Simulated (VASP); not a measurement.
A run of VASP 6.6.1 is set up as follows.

The input INCAR:

```
  AGGAC = 1.0
  AGGAX = 1.0
  ALDAC = 0.0
  ALDAX = 1.0
  ALGO = Normal
  EDIFF = 1E-6
  ENCUT = 520
  GGA = B5
  ISIF = 2
  ISMEAR = -1
  LASPH = T
  LCHARG = F
  LREAL = F
  LWAVE = F
  NBANDS = 14
  NELM = 60
  PREC = Accurate
  SIGMA = 0.1
```

The input KPOINTS:

```
k-points
0
Gamma
  11 11 11
```

Contents of POSCAR:

```
Re
1.0
    0.0000000000      2.9367061632      2.9367061632
    2.9367061632      0.0000000000      2.9367061632
    2.9367061632      2.9367061632      0.0000000000
Re
2
Direct
    0.1250000000      0.1250000000      0.1250000000
    0.8750000000      0.8750000000      0.8750000000
```

Potentials or basis: VASP PAW PBE potentials, release 64 (Re).

The run is started by

```bash
$ cat potpaw_PBE.64/Re/POTCAR > POTCAR
$ mpirun -np 1 vasp_std > vasp.out
```

**Question.** What does it give for the band gap on the k mesh?

**Answer.** Zero (band 7 reaches 3.58 eV, above the bottom of band 8 at 2.62 eV).

**Question.** What does it give for the pressure?

**Answer.** -10.7 GPa.

Caveat: the PAW data sets were made with another functional, which shifts forces and pressure a little; spin-orbit coupling is left out, which moves the levels of the heavy elements.
